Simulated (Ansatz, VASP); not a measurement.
Ru in VASP and in Ansatz

```xyz
2
Lattice="2.7058 0.0000 0.0000 -1.3529 2.3433 0.0000 0.0000 0.0000 4.2819" Properties=species:S:1:pos:R:3 pbc="T T T"
Ru    1.3529    0.7811    3.2114
Ru    0.0000    1.5622    1.0705
```

Alike in both runs: functional PBEsol; k mesh 8 × 8 × 4; occupations fermi-dirac, width 0.05 eV; no spin polarisation.

|  | VASP | Ansatz |
| --- | --- | --- |
| version | VASP 6.6.1 | Ansatz 0.2.0 |
| potentials or method | VASP PAW PBE potentials, release 64 (Ru_pv), cutoff 520 eV | all-electron LAPW, scalar-relativistic |
| task | single point | band structure |

```tsv
	VASP	Ansatz	Ansatz less VASP
gap on the k mesh at the Fermi level (eV)	none	none	-
pressure (GPa)	-6.5	-6.4	+0.02
traceless stress, the component that is largest in VASP (GPa)	-0.83	-0.85	-0.020
```

VASP's potentials were made for PBE, not for PBEsol. A gap of «none» marks a metal or a gap that the smearing closes. Ansatz ran all-electron here, and VASP with PAW potentials.

The k mesh is coarse, so the values compare programs but aren't converged. Noted on Ansatz's run: the k mesh is thin for a metal, which can move the energy by tens of meV per atom.
